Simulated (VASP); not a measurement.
# BN in VASP: relaxation of the atoms with PBE+D3(BJ)

Aim: the relaxation of the atoms of BN with PBE+D3(BJ).

Everything below comes from runs of VASP 6.6.1. Logs are shortened: lines on timing, memory, paths and dates and some standing lists are left out, and cuts for length are marked.

### Step 1. The cell of the first run

The cell holds a slab with vacuum, 6 atoms: a = 2.506 Å, b = 2.506 Å, c = 23.593 Å, α = 90.00°, β = 90.00°, γ = 120.00°.

### Step 2. Relaxation of the atoms, PBE+D3(BJ)

Contents of INCAR:

```
PREC = Accurate
ENCUT = 520
EDIFF = 1E-7
ISMEAR = 0
SIGMA = 0.05
LREAL = F
LASPH = T
NELM = 80
ALGO = Normal
ISIF = 2
LWAVE = F
LCHARG = F
LDIPOL = T
IDIPOL = 3
DIPOL = 0.5 0.5 0.500
GGA = PE
IVDW = 12
IBRION = 2
NSW = 90
EDIFFG = -0.03
```

Contents of KPOINTS:

```
regular mesh
0
Gamma
  12 12 1
```

Contents of POSCAR:

```
BN
1.0
    2.5061138139      0.0000000000      0.0000000000
   -1.2530569069      2.1703582276      0.0000000000
    0.0000000000      0.0000000000     23.5926876535
B N
3 3
Selective dynamics
Direct
    0.6666666667      0.3333333333      0.3602811229  F F F
    0.3333333333      0.6666666667      0.4999381134  T T T
    0.0000000000      0.0000000000      0.6395951040  T T T
    0.3333333333      0.6666666667      0.3604048960  F F F
    0.0000000000      0.0000000000      0.5000618866  T T T
    0.6666666667      0.3333333333      0.6397188771  T T T
```

Potentials or basis: VASP PAW PBE potentials, release 64 (B, N).

Launch:

```console
> cat potpaw_PBE.64/B/POTCAR potpaw_PBE.64/N/POTCAR > POTCAR
> mpirun -np 1 vasp_std > vasp.out
```

OUTCAR:

```text
PREC = Accurate
   ENCUT = 520
   EDIFF = 1E-7
   ISMEAR = 0
   LREAL = F
   LASPH = T
   NELM = 80
   ISIF = 2
   GGA = PE
   IVDW = 12
   IBRION = 2
   NSW = 90
   EDIFFG = -0.03
 IVDW          = 12

 ion  position               nearest neighbor table
   1  0.667  0.333  0.360-   4 1.45   4 1.45   4 1.45
   2  0.333  0.667  0.500-   5 1.45   5 1.45   5 1.45
   3  0.000  0.000  0.640-   6 1.45   6 1.45   6 1.45
   4  0.333  0.667  0.360-   1 1.45   1 1.45   1 1.45
   5  0.000  0.000  0.500-   2 1.45   2 1.45   2 1.45
   6  0.667  0.333  0.640-   3 1.45   3 1.45   3 1.45

  LATTYP: Found a hexagonal cell.
 ALAT       =     2.5061138139
 C/A-ratio  =     9.4140527548

  Lattice vectors:

 A1 = (   2.5061138139,   0.0000000000,   0.0000000000)
 A2 = (  -1.2530569069,   2.1703582276,   0.0000000000)
 A3 = (   0.0000000000,   0.0000000000,  23.5926876535)

Analysis of symmetry for initial positions (statically):
=====================================================================
 Subroutine PRICEL returns:
 Original cell was already a primitive cell.

 Routine SETGRP: Setting up the symmetry group for a
 hexagonal supercell.

 Subroutine GETGRP returns: Found  6 space group operations
 (whereof  6 operations were pure point group operations)
 out of a pool of 24 trial point group operations.

The static configuration has the point symmetry C_3v.

Analysis of symmetry for dynamics (positions and initial velocities):
=====================================================================
 Subroutine PRICEL returns:
 Original cell was already a primitive cell.

 Routine SETGRP: Setting up the symmetry group for a
 hexagonal supercell.

 Subroutine GETGRP returns: Found  6 space group operations
 (whereof  6 operations were pure point group operations)
 out of a pool of 24 trial point group operations.

The dynamic configuration has the point symmetry C_3v.

Analysis of constrained symmetry for selective dynamics:
=====================================================================
 Subroutine PRICEL returns:
 Original cell was already a primitive cell.

 Routine SETGRP: Setting up the symmetry group for a
 hexagonal supercell.

 Subroutine GETGRP returns: Found  6 space group operations
 (whereof  6 operations were pure point group operations)
 out of a pool of 24 trial point group operations.

The constrained configuration has the point symmetry C_3v.

 Subroutine INISYM returns: Found  6 space group operations
 (whereof  6 operations are pure point group operations),
 and found     1 'primitive' translations

----------------------------------------------------------------------------------------

                                     Primitive cell

  volume of cell :     128.3245

  direct lattice vectors                    reciprocal lattice vectors
     2.506113814  0.000000000  0.000000000     0.399024176  0.230376716  0.000000000
    -1.253056907  2.170358228  0.000000000     0.000000000  0.460753431  0.000000000
     0.000000000  0.000000000 23.592687654     0.000000000  0.000000000  0.042386014

  length of vectors
     2.506113814  2.506113814 23.592687654     0.460753431  0.460753431  0.042386014

  position of ions in fractional coordinates (direct lattice)
     0.666666667  0.333333333  0.360281123
     0.333333333  0.666666667  0.499938113
     0.000000000  0.000000000  0.639595104
     0.333333333  0.666666667  0.360404896
     0.000000000  0.000000000  0.500061887
     0.666666667  0.333333333  0.639718877

  ion indices of the primitive-cell ions
   primitive index   ion index
                 1           1
                 2           2
                 3           3
                 4           4
                 5           5
                 6           6

----------------------------------------------------------------------------------------

 KPOINTS: regular mesh

Automatic generation of k-mesh.
 Grid dimensions read from file:
 generate k-points for:   12   12    1

 Generating k-lattice:

  Cartesian coordinates                     Fractional coordinates (reciprocal lattice)
     0.033252015  0.019198060  0.000000000     0.083333333  0.000000000  0.000000000
     0.000000000  0.038396119  0.000000000     0.000000000  0.083333333  0.000000000
     0.000000000  0.000000000  0.042386014     0.000000000  0.000000000  1.000000000

[... 42 lines left out ...]
   ISTART =      0    job   : 0-new  1-cont  2-samecut
   ICHARG =      2    charge: 1-file 2-atom 10-const
   ISPIN  =      1    spin polarized calculation?
   LNONCOLLINEAR =      F non collinear calculations
   LSORBIT =      F    spin-orbit coupling
   LASPH  =      T    aspherical Exc in radial PAW
   ENCUT  =  520.0 eV  38.22 Ry    6.18 a.u.   4.66  4.66 43.87*2*pi/ulx,y,z
   NELM   =     80;   NELMIN=  2; NELMDL= -5     # of ELM steps
   EDIFF  = 0.1E-06   stopping-criterion for ELM
   LREAL  =      F    real-space projection
   EDIFFG = -.3E-01   stopping-criterion for IOM
   NSW    =     90    number of steps for IOM
   IBRION =      2    ionic relax: 0-MD 1-quasi-New 2-CG
   NFREE  =      1    steps in history (QN), initial steepest desc. (CG)
   ISIF   =      2    stress and relaxation
   ISYM   =      2    0-nonsym 1-usesym 2-fastsym
   POTIM  = 0.5000    time-step for ionic-motion
   TEBEG  =    0.0;   TEEND  =   0.0 temperature during run
   PSTRESS=    0.0 pullay stress
   NELECT =      24.0000    total number of electrons
   NUPDOWN=      -1.0000    fix difference up-down
   EMIN   =  10.00;   EMAX   =-10.00  energy-range for DOS
   EFERMI =   0.00;   METHOD = LEGACY
   ISMEAR =     0;   SIGMA  =   0.05  broadening in eV -4-tet -1-fermi 0-gaus
   EFERMI_NEDOS =   21; number of points for ismear=-14 and -15
   IALGO  =     38    algorithm
   IMIX   =      4    mixing-type and parameters
     AMIX     =   0.40;   BMIX     =  1.00
     AMIX_MAG =   1.60;   BMIX_MAG =  1.00
  volume/ion in A,a.u.               =      21.39       144.33
  Fermi-wavevector in a.u.,A,eV,Ry     =   0.936215  1.769189 11.925474  0.876498
  Thomas-Fermi vector in A             =   2.063201
   LORBIT       =      0    0 simple, 1 ext, 2 COOP (PROOUT), +10 PAW based schemes
   GGA     = PE    functional components
   LHFCALC =     F    Hartree Fock is set to
   AEXX    =    0.0000 exact exchange contribution
   IVDW    =    12    specifies the selected vdW correction
   LEPSILON=     F    determine dielectric tensor
   LRPA    =     F    only Hartree local field effects (RPA)
 conjugate gradient relaxation of ions
 non-spin polarized calculation
 Gauss-broadening in eV      SIGMA  =   0.05
  energy-cutoff  :      520.00
  volume of cell :      128.32
 maximum number of plane-waves:      3495
 NGX is ok and might be reduce to    20
   NGX =  9   NGY =  9   NGZ = 87

--------------------------------------- Ionic step        1  -------------------------------------------

 number of electron      23.9999999 magnetization

 Free energy of the ion-electron system (eV)
  ---------------------------------------------------
  ext. energy  EPLUGINS =         0.00000000
  ---------------------------------------------------
  free energy    TOTEN  =       -52.74973979 eV

  energy without entropy =      -52.74973979  energy(sigma->0) =      -52.74973979

------------------------ aborting loop because EDIFF is reached ----------------------------------------

 Edisp (eV)   -0.70979

 E8    (eV) :    -0.2154

  FORCE on cell =-STRESS in cart. coord.  units (eV):
  Direction    XX          YY          ZZ          XY          YZ          ZX
  --------------------------------------------------------------------------------------
  -------------------------------------------------------------------------------------
  Total       0.19997     0.19997     0.00508     0.00000    -0.00000    -0.00000
  in kB       2.49672     2.49672     0.06348     0.00000    -0.00000    -0.00000
  external pressure =        1.69 kB  Pullay stress =        0.00 kB

 VOLUME and BASIS-vectors are now :
 -----------------------------------------------------------------------------
  energy-cutoff  :      520.00
  volume of cell :      128.32
      direct lattice vectors                 reciprocal lattice vectors
     2.506113814  0.000000000  0.000000000     0.399024176  0.230376716  0.000000000
    -1.253056907  2.170358228  0.000000000     0.000000000  0.460753431  0.000000000
     0.000000000  0.000000000 23.592687654     0.000000000  0.000000000  0.042386014

 POSITION                                       TOTAL-FORCE (eV/Angst)
 -----------------------------------------------------------------------------------
      1.25306      0.72345      8.50000         0.000000      0.000000      0.052022
     -0.00000      1.44691     11.79488         0.000000     -0.000000      0.031261
      0.00000      0.00000     15.08977        -0.000000      0.000000      0.021659
     -0.00000      1.44691      8.50292         0.000000      0.000000     -0.061998
      0.00000      0.00000     11.79780         0.000000      0.000000     -0.031266
      1.25306      0.72345     15.09269         0.000000     -0.000000     -0.011678
 -----------------------------------------------------------------------------------
    total drift:                               -0.000000      0.000000     -0.000012

  FREE ENERGIE OF THE ION-ELECTRON SYSTEM (eV)
  ---------------------------------------------------
  free  energy   TOTEN  =       -53.4595329355 eV

  energy  without entropy=      -53.4595329355  energy(sigma->0) =      -53.45953294

--------------------------------------- Ionic step        2  -------------------------------------------

 number of electron      23.9999999 magnetization

 dipolmoment           0.000000      0.000000      0.008239 electrons x Angstroem

 Free energy of the ion-electron system (eV)
  ---------------------------------------------------
  ext. energy  EPLUGINS =         0.00000000
  ---------------------------------------------------
  free energy    TOTEN  =       -52.74981039 eV

  energy without entropy =      -52.74981039  energy(sigma->0) =      -52.74981039

 E-fermi :  -2.0706     XC(G=0):  -4.6167

 val. band max:       -2.2879334440   @ k =   0.3333   0.3333   0.0000
 cond. band min:       1.9677354184   @ k =   0.5000  -0.0000   0.0000
 fundamental gap:      4.2556688624
 Fermi energy:        -2.0705877304

 k-point     1 :       0.0000    0.0000    0.0000
  band No.  band energies     occupation
      1     -20.2307      2.00000
      2     -20.0695      2.00000
      3     -19.8952      2.00000
      4      -8.3914      2.00000
      5      -7.6591      2.00000
      6      -6.8407      2.00000
[... 338 lines left out ...]
      3     -16.2703      2.00000
      4     -10.4250      2.00000
      5     -10.3193      2.00000
      6     -10.1797      2.00000
[... 8 lines left out ...]
     15       2.4239      0.00000
     16       9.6974      0.00000

------------------------ aborting loop because EDIFF is reached ----------------------------------------

 vacuum level on the upper side and lower side of the slab       (xc-potential included)         0.123        -0.145

 Edisp (eV)   -0.70976

 E8    (eV) :    -0.2154

  FORCE on cell =-STRESS in cart. coord.  units (eV):
  Direction    XX          YY          ZZ          XY          YZ          ZX
  --------------------------------------------------------------------------------------
  -------------------------------------------------------------------------------------
  Total       0.20007     0.20007     0.00689     0.00000     0.00000    -0.00000
  in kB       2.49792     2.49792     0.08604     0.00000     0.00000    -0.00000
  external pressure =        1.69 kB  Pullay stress =        0.00 kB

 VOLUME and BASIS-vectors are now :
 -----------------------------------------------------------------------------
  energy-cutoff  :      520.00
  volume of cell :      128.32
      direct lattice vectors                 reciprocal lattice vectors
     2.506113814  0.000000000  0.000000000     0.399024176  0.230376716  0.000000000
    -1.253056907  2.170358228  0.000000000     0.000000000  0.460753431  0.000000000
     0.000000000  0.000000000 23.592687654     0.000000000  0.000000000  0.042386014

 POSITION                                       TOTAL-FORCE (eV/Angst)
 -----------------------------------------------------------------------------------
      1.25306      0.72345      8.50000         0.000000     -0.000000      0.051703
     -0.00000      1.44691     11.79639         0.000000     -0.000000     -0.011853
      2.50611      0.00000     15.09081        -0.000000      0.000000     -0.001548
     -0.00000      1.44691      8.50292        -0.000000     -0.000000     -0.061966
      0.00000      0.00000     11.79630         0.000000     -0.000000      0.012254
      1.25306      0.72345     15.09212         0.000000     -0.000000      0.011410
 -----------------------------------------------------------------------------------
    total drift:                               -0.000000      0.000000      0.000425

  FREE ENERGIE OF THE ION-ELECTRON SYSTEM (eV)
  ---------------------------------------------------
  free  energy   TOTEN  =       -53.4595717747 eV

  energy  without entropy=      -53.4595717747  energy(sigma->0) =      -53.45957177

 reached required accuracy - stopping structural energy minimisation

 vacuum level on the upper side and lower side of the slab         3.550         3.272
```

Run time: 2.5 min. Hardware: 1 thread of AMD EPYC 7R13, shared host; peak memory 0.24 GiB.

Results:

- Free energy: -53.4596 eV
- Energy gained by relaxing: 0.0 meV/atom
- Ionic steps: 2
- Band gap on the k mesh: 4.26 eV, indirect (least direct gap 4.39 eV)
- Dispersion energy per atom: -0.118 eV

Final structure:
```yaml
crystal:
  lattice:
    - [2.50611, 0.00000, 0.00000]
    - [-1.25306, 2.17036, 0.00000]
    - [0.00000, 0.00000, 23.59269]
  atoms:
    - { symbol: B, position: [0.66667, 0.33333, 0.36028] }
    - { symbol: B, position: [0.33333, 0.66667, 0.50000] }
    - { symbol: B, position: [0.00000, 0.00000, 0.63964] }
    - { symbol: N, position: [0.33333, 0.66667, 0.36040] }
    - { symbol: N, position: [0.00000, 0.00000, 0.50000] }
    - { symbol: N, position: [0.66667, 0.33333, 0.63970] }
```

Levels at points of the mesh, in eV from the valence-band top:
```tsv
k point	band 8	band 9	band 10	band 11	band 12	band 13	band 14	band 15	band 16
(0.00, 0.00, 0.00)	-1.58	-1.46	-1.46	-1.33	-1.33	4.69	5.07	5.85	6.66
(0.50, 0.00, 0.00)	-4.26	-4.11	-1.32	-1.07	-0.79	4.26	4.74	5.10	9.52
```
